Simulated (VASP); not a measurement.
# Sn (Fd-3m) in VASP: single point with PBEsol

Aim: the single point of Sn with PBEsol.

All numbers are computed with VASP 6.6.1; they aren't measurements. Logs are shortened: lines on timing, memory, paths and dates and some standing lists are left out, and cuts for length are marked.

## (1) The cell of the first run

The structure is cubic, space group Fd-3m (No. 227). The conventional cell has a = 6.546 Å, b = 6.546 Å, c = 6.546 Å, α = 90.00°, β = 90.00°, γ = 90.00°. Within 3.7 Å of Sn (site symmetry -43m) lie 4 Sn at 2.83 Å.

This isn't the form of Sn at room conditions, which is tetragonal (white tin).

## (2) Single point, PBEsol

Contents of INCAR:

```
PREC = Accurate
ENCUT = 520
EDIFF = 1E-7
ISMEAR = -1
SIGMA = 0.13605693000000002
LREAL = F
LASPH = T
NELM = 60
ALGO = Normal
ISIF = 2
LWAVE = F
LCHARG = F
GGA = PS
NBANDS = 21
```

Contents of KPOINTS:

```
Automatic mesh
0
Gamma
  8 8 8
```

Contents of POSCAR:

```
Sn
1.0
    0.0000000000      3.2728721877      3.2728721877
    3.2728721877      0.0000000000      3.2728721877
    3.2728721877      3.2728721877      0.0000000000
Sn
2
Direct
    0.0000000000      0.0000000000      0.0000000000
    0.2500000000      0.2500000000      0.2500000000
```

Potentials or basis: VASP PAW PBE potentials, release 64 (Sn_d).

The run is started by

```
> cat potpaw_PBE.64/Sn_d/POTCAR > POTCAR
> mpirun -np 1 vasp_std > vasp.out
```

OUTCAR:

```text
PREC = Accurate
   ENCUT = 520
   EDIFF = 1E-7
   ISMEAR = -1
   LREAL = F
   LASPH = T
   NELM = 60
   ISIF = 2
   GGA = PS

 ion  position               nearest neighbor table
   1  0.000  0.000  0.000-   2 2.83   2 2.83   2 2.83   2 2.83
   2  0.250  0.250  0.250-   1 2.83   1 2.83   1 2.83   1 2.83

  LATTYP: Found a face centered cubic cell.
 ALAT       =     6.5457443754

  Lattice vectors:

 A1 = (   0.0000000000,   3.2728721877,   3.2728721877)
 A2 = (   3.2728721877,   0.0000000000,   3.2728721877)
 A3 = (   3.2728721877,   3.2728721877,   0.0000000000)

Analysis of symmetry for initial positions (statically):
=====================================================================
 Subroutine PRICEL returns:
 Original cell was already a primitive cell.

 Routine SETGRP: Setting up the symmetry group for a
 face centered cubic supercell.

 Subroutine GETGRP returns: Found 48 space group operations
 (whereof 24 operations were pure point group operations)
 out of a pool of 48 trial point group operations.

The static configuration has the point symmetry T_d .
 The point group associated with its full space group is O_h .

Analysis of symmetry for dynamics (positions and initial velocities):
=====================================================================
 Subroutine PRICEL returns:
 Original cell was already a primitive cell.

 Routine SETGRP: Setting up the symmetry group for a
 face centered cubic supercell.

 Subroutine GETGRP returns: Found 48 space group operations
 (whereof 24 operations were pure point group operations)
 out of a pool of 48 trial point group operations.

The dynamic configuration has the point symmetry T_d .
 The point group associated with its full space group is O_h .

 Subroutine INISYM returns: Found 48 space group operations
 (whereof 24 operations are pure point group operations),
 and found     1 'primitive' translations

----------------------------------------------------------------------------------------

                                     Primitive cell

  volume of cell :      70.1160

  direct lattice vectors                    reciprocal lattice vectors
     0.000000000  3.272872188  3.272872188    -0.152771013  0.152771013  0.152771013
     3.272872188  0.000000000  3.272872188     0.152771013 -0.152771013  0.152771013
     3.272872188  3.272872188  0.000000000     0.152771013  0.152771013 -0.152771013
[... 79 lines left out ...]
   LNONCOLLINEAR =      F non collinear calculations
   LSORBIT =      F    spin-orbit coupling
   LASPH  =      T    aspherical Exc in radial PAW
   ENCUT  =  520.0 eV  38.22 Ry    6.18 a.u.   8.61  8.61  8.61*2*pi/ulx,y,z
   NELM   =     60;   NELMIN=  2; NELMDL= -5     # of ELM steps
   EDIFF  = 0.1E-06   stopping-criterion for ELM
   LREAL  =      F    real-space projection
   EDIFFG = 0.1E-05   stopping-criterion for IOM
   NSW    =      0    number of steps for IOM
   IBRION =     -1    ionic relax: 0-MD 1-quasi-New 2-CG
   NFREE  =      0    steps in history (QN), initial steepest desc. (CG)
   ISIF   =      2    stress and relaxation
   ISYM   =      2    0-nonsym 1-usesym 2-fastsym
   POTIM  = 0.5000    time-step for ionic-motion
   TEBEG  =    0.0;   TEEND  =   0.0 temperature during run
   PSTRESS=    0.0 pullay stress
   NELECT =      28.0000    total number of electrons
   NUPDOWN=      -1.0000    fix difference up-down
   EMIN   =  10.00;   EMAX   =-10.00  energy-range for DOS
   EFERMI =   0.00;   METHOD = LEGACY
   ISMEAR =    -1;   SIGMA  =   0.14  broadening in eV -4-tet -1-fermi 0-gaus
   EFERMI_NEDOS =   21; number of points for ismear=-14 and -15
   IALGO  =     38    algorithm
   IMIX   =      4    mixing-type and parameters
     AMIX     =   0.40;   BMIX     =  1.00
     AMIX_MAG =   1.60;   BMIX_MAG =  1.00
  volume/ion in A,a.u.               =      35.06       236.58
  Fermi-wavevector in a.u.,A,eV,Ry     =   1.205559  2.278176 19.774333  1.453372
  Thomas-Fermi vector in A             =   2.341252
   LORBIT       =      0    0 simple, 1 ext, 2 COOP (PROOUT), +10 PAW based schemes
   GGA     = PS    functional components
   LHFCALC =     F    Hartree Fock is set to
   AEXX    =    0.0000 exact exchange contribution
   IVDW    =     0    specifies the selected vdW correction
   LEPSILON=     F    determine dielectric tensor
   LRPA    =     F    only Hartree local field effects (RPA)
 non-spin polarized calculation
  energy-cutoff  :      520.00
  volume of cell :       70.12
 maximum number of plane-waves:      1917
 NGX is ok and might be reduce to    36
   NGX = 17   NGY = 17   NGZ = 17

 number of electron      27.9999985 magnetization

 Free energy of the ion-electron system (eV)
  ---------------------------------------------------
  ext. energy  EPLUGINS =         0.00000000
  ---------------------------------------------------
  free energy    TOTEN  =        -8.46547597 eV

  energy without entropy =       -8.44822498  energy(sigma->0) =       -8.45685048

 E-fermi :   5.1894     XC(G=0):  -8.9541

 val. band max:        5.1067472140   @ k =   0.5000   0.0000   0.0000
 cond. band min:       5.2049837901   @ k =   0.3750   0.0000   0.0000
 fundamental gap:      0.0982365760
 Fermi energy:         5.1894099029

 k-point     1 :       0.0000    0.0000    0.0000
  band No.  band energies     occupation
      1     -16.3307      2.00000
      2     -16.3307      2.00000
      3     -16.3307      2.00000
      4     -16.2737      2.00000
      5     -16.2737      2.00000
      6     -15.9827      2.00000
[... 565 lines left out ...]
     20      13.6384      0.00000
     21      14.1444      0.00000

 [... further k-points ...]

------------------------ aborting loop because EDIFF is reached ----------------------------------------

  FORCE on cell =-STRESS in cart. coord.  units (eV):
  Direction    XX          YY          ZZ          XY          YZ          ZX
  --------------------------------------------------------------------------------------
  -------------------------------------------------------------------------------------
  Total       -0.0371605     -0.0371605     -0.0371605     -0.0000000      0.0000000      0.0000000
  in kB       -0.8491312     -0.8491312     -0.8491312     -0.0000000      0.0000000      0.0000000
  external PRESSURE =      -0.8491312 kB  Pullay stress =       0.0000000 kB

 VOLUME and BASIS-vectors are now :
 -----------------------------------------------------------------------------
  energy-cutoff  :      520.00
  volume of cell :       70.12
      direct lattice vectors                 reciprocal lattice vectors
     0.000000000  3.272872188  3.272872188    -0.152771013  0.152771013  0.152771013
     3.272872188  0.000000000  3.272872188     0.152771013 -0.152771013  0.152771013
     3.272872188  3.272872188  0.000000000     0.152771013  0.152771013 -0.152771013

 POSITION                                       TOTAL-FORCE (eV/Angst)
 -----------------------------------------------------------------------------------
      0.00000      0.00000      0.00000        -0.000000     -0.000000     -0.000000
      1.63644      1.63644      1.63644         0.000000      0.000000      0.000000
 -----------------------------------------------------------------------------------
    total drift:                                0.000000      0.000000      0.000000

  FREE ENERGIE OF THE ION-ELECTRON SYSTEM (eV)
  ---------------------------------------------------
  free  energy   TOTEN  =        -8.4654759745 eV

  energy  without entropy=       -8.4482249791  energy(sigma->0) =       -8.45685048
```

OSZICAR:

```text
N       E                     dE             d eps       ncg     rms          rms(c)
DAV:   1     0.226401810369E+03    0.22640E+03   -0.14402E+04  1243   0.187E+03
DAV:   2     0.165798126882E+02   -0.20982E+03   -0.20508E+03  1228   0.446E+02
DAV:   3    -0.772938753244E+01   -0.24309E+02   -0.24174E+02  1433   0.141E+02
DAV:   4    -0.852995624485E+01   -0.80057E+00   -0.80028E+00  1391   0.287E+01
DAV:   5    -0.856308272904E+01   -0.33126E-01   -0.33126E-01  1841   0.539E+00    0.314E+00
DAV:   6    -0.849633739995E+01    0.66745E-01   -0.39736E-02  1645   0.267E+00    0.178E+00
DAV:   7    -0.846429301162E+01    0.32044E-01   -0.49815E-02  1460   0.245E+00    0.162E-01
DAV:   8    -0.846519413607E+01   -0.90112E-03   -0.68256E-03  1333   0.954E-01    0.539E-02
DAV:   9    -0.846547089787E+01   -0.27676E-03   -0.38504E-04  1467   0.141E-01    0.103E-02
DAV:  10    -0.846547420133E+01   -0.33035E-05   -0.13959E-05  1610   0.310E-02    0.539E-03
DAV:  11    -0.846547603422E+01   -0.18329E-05   -0.33973E-06  1241   0.950E-03    0.539E-04
DAV:  12    -0.846547597446E+01    0.59757E-07   -0.11717E-07  1182   0.339E-03
   1 F= -.84654760E+01 E0= -.84568505E+01  d E =-.172510E-01
```

Run time: 43 s. Hardware: 1 thread of Intel Xeon 8259CL, shared host; peak memory 0.21 GiB.

What came out:

- Free energy: -8.4655 eV
- Pressure: -0.1 GPa
- Band gap on the k mesh: zero (bands 14 and 15 overlap by 0.20 eV)

Levels at points of the mesh, in eV from the Fermi level:
| k point | band 10 | band 11 | band 12 | band 13 | band 14 | band 15 | band 16 | band 17 | band 18 | band 19 |
| --- | --- | --- | --- | --- | --- | --- | --- | --- | --- | --- |
| (0.00, 0.00, 0.00) | -21.17 | -10.43 | -0.84 | 0.12 | 0.12 | 0.12 | 2.18 | 2.18 | 2.18 | 4.87 |
| (0.50, 0.00, 0.00) | -21.12 | -8.86 | -6.20 | -1.05 | -1.05 | -0.08 | 3.23 | 3.23 | 5.57 | 8.32 |
| (0.50, 0.50, 0.00) | -21.10 | -7.42 | -7.42 | -2.36 | -2.36 | 0.82 | 0.82 | 7.57 | 7.57 | 9.07 |

Caveat: the PAW data sets were made with another functional, which shifts forces and pressure a little; spin-orbit coupling is left out, which moves the levels of the heavy elements.
